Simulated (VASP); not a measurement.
Set up this calculation in VASP 6.6.1, as the native input.

- Task: single point
- Functional: LDA
- Potentials or basis: VASP PAW LDA potentials, release 64 (Ru_pv, Se, B)
- Cutoff: 520 eV
- k mesh: 5 × 5 × 3
- Occupations: fermi-dirac, width 0.1 eV
- Spin: no spin polarisation
- Dipole correction: no
- Further INCAR settings: ALGO = Normal; EDIFF = 1e-06; NBANDS = 32

The structure of BRuSe lies in POSCAR:

```
BRuSe
1.0
    3.8617760000      0.0000000000      0.0000000000
    0.0000000000      3.8617760000      0.0000000000
    0.0000000000      0.0000000000      6.3380300000
Ru Se B
2 2 2
Direct
    0.7500000000      0.2500000000      0.0000000000
    0.2500000000      0.7500000000      0.0000000000
    0.2500000000      0.2500000000      0.6760000000
    0.7500000000      0.7500000000      0.3240000000
    0.2500000000      0.2500000000      0.1730000000
    0.7500000000      0.7500000000      0.8270000000
```

The input as run:

INCAR

```
SYSTEM = BRuSe
PREC = Accurate ; ENCUT = 520
EDIFF = 1E-6 ; ISMEAR = -1
SIGMA = 0.1 ; LREAL = .FALSE.
LASPH = .TRUE. ; NELM = 80
ALGO = Normal ; ISIF = 2
LWAVE = .FALSE. ; LCHARG = .FALSE.
GGA = CA ; NBANDS = 32
```

KPOINTS

```
Automatic mesh
0
G
  5 5 3
  0 0 0
```

Potentials or basis: VASP PAW LDA potentials, release 64 (Ru_pv, Se, B).

Command:

```console
$ cat potpaw_LDA.64/Ru_pv/POTCAR potpaw_LDA.64/Se/POTCAR potpaw_LDA.64/B/POTCAR > POTCAR
$ mpirun -np 1 vasp_std > vasp.out
```

Results of the run:

The pressure is -14.0 GPa. The largest force is 2.576 eV/Å and the band gap on the k mesh is zero (bands 23 and 24 overlap by 0.75 eV).

Caveat: the cell stands under tension; forces of over 1 eV/Å act on the atoms, so gaps and moduli don't describe the material at rest.

It took 17 s on 1 thread of Intel(R) Xeon(R) 6975P-C (Granite Rapids) (shared host), peak memory 0.18 GiB.
